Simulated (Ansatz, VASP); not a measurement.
**Two plane-wave programs on W**

INCAR

```
PREC = Accurate
ENCUT = 600
EDIFF = 1E-7
ISMEAR = 0
SIGMA = 0.1
LREAL = F
LASPH = T
NELM = 100
ALGO = Fast
ISIF = 3
LWAVE = F
LCHARG = F
GGA = PS
IBRION = 2
NSW = 80
EDIFFG = -0.015
```

Contents of KPOINTS:

```
regular mesh
0
Gamma
  14 14 14
```

Contents of POSCAR:

```
W
1.0
    0.0000000000      0.0000000000     -3.1543677052
   -3.1543677052      0.0000000000      0.0000000000
    1.5771838526      4.7315515579      1.5771838526
W
3
Direct
    0.6666666667      0.6666666667      0.3333333333
    0.0000000000      0.0000000000      0.0000000000
    0.3333333333      0.3333333333      0.6666666667
```

Input for Ansatz:

```yaml
crystal:
  lattice:
    - [0.0, 0.0, -3.1543677052]
    - [-3.1543677052, 0.0, 0.0]
    - [1.5771838526, 4.7315515579, 1.5771838526]
  atoms:
    - { symbol: W, position: [0.6666666667, 0.6666666667, 0.3333333333] }
    - { symbol: W, position: [0.0, 0.0, 0.0] }
    - { symbol: W, position: [0.3333333333, 0.3333333333, 0.6666666667] }
basis:
  ecutwfc: 420
kpoints:
  mp_grid: { grid: [14, 14, 14] }
hamiltonian:
  xc: pbesol
scf:
  occupations: { method: gaussian, width: 0.1 }
output:
  forces: true
  stress: true
  eigenvalues: true
  write_density: true
  write_potential: true
  elf: true
  volumetric_format: npy
relax:
  adjacent_minimum: "off"
  f_tol: 0.015
  max_steps: 60
  cell: { stress_tol: 0.15 }
```

Alike in both runs: task relaxation of cell and atoms; functional PBEsol; k mesh 14 × 14 × 14; occupations gaussian, width 0.1 eV; no spin polarisation.

```csv
,VASP,Ansatz
version,VASP 6.6.1,Ansatz 0.2.0
potentials or method,"VASP PAW PBE potentials, release 64 (W_sv), cutoff 600 eV","scalar-relativistic, plane waves, PAW"
valence electrons in the cell,42,42
```

VASP gave:

| Property | Result |
| --- | --- |
| gap on the k mesh at the Fermi level, each at its own relaxed structure (eV) | none |
| relaxed volume (Å³/atom) | 15.73 |
| relaxed length of the cell vector where the two differ most in proportion (Å) | 3.156 |

Problem. Estimate Ansatz's values.

Solution. gap on the k mesh at the Fermi level, each at its own relaxed structure (eV): none; relaxed volume (Å³/atom): 15.69; relaxed length of the cell vector where the two differ most in proportion (Å): 3.153.

VASP's potentials were made for PBE, not for PBEsol. A gap of «none» marks a metal or a gap that the smearing closes.

Neither program's run includes spin-orbit coupling.
